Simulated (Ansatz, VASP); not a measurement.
## One calculation of PtSe2, two programs

```
Pt Se
1.0
     4.29969    0.00000    0.00000
    -2.14985    3.23795    0.00000
     0.00000    0.00000    4.62967
Pt Se
1 2
Cartesian
  0.0000 0.0000 0.0000
  0.0000 2.1586 1.2600
  2.1498 1.0793 3.3697
```

Change from the starting cell: normal strain along x +0.1500, normal strain along y +0.0000.

Alike in both runs: task single point; functional PBEsol; dispersion D3(BJ); k mesh 12 × 12 × 8; occupations gaussian, width 0.15 eV; no spin polarisation.

|  | VASP | Ansatz |
| --- | --- | --- |
| version | VASP 6.6.1 | Ansatz 0.2.0 |
| potentials or method | VASP PAW PBE potentials, release 64 (Pt, Se), cutoff 520 eV | scalar-relativistic, plane waves, PAW |
| valence electrons in the cell | 22 | 50 |

|  | VASP | Ansatz | Ansatz less VASP |
| --- | --- | --- | --- |
| gap on the k mesh at the Fermi level (eV) | none | none | - |
| pressure (GPa) | -14.1 | -14.1 | -0.01 |
| traceless stress, the component that is largest in VASP (GPa) | -10.55 | -10.54 | +0.011 |
| rms of the force components (eV/Å) | 0.410 | 0.414 | +0.0036 |

VASP's potentials were made for PBE, not for PBEsol, and Ansatz warns of the same on its side. Atom by atom the forces differ by 0.004 eV/Å (rms over components). A gap of «none» marks a metal or a gap that the smearing closes. VASP's potentials hold 22 valence electrons a cell and Ansatz's 50, so a difference there can come from the potentials and not from the codes.

Neither program's run includes spin-orbit coupling.
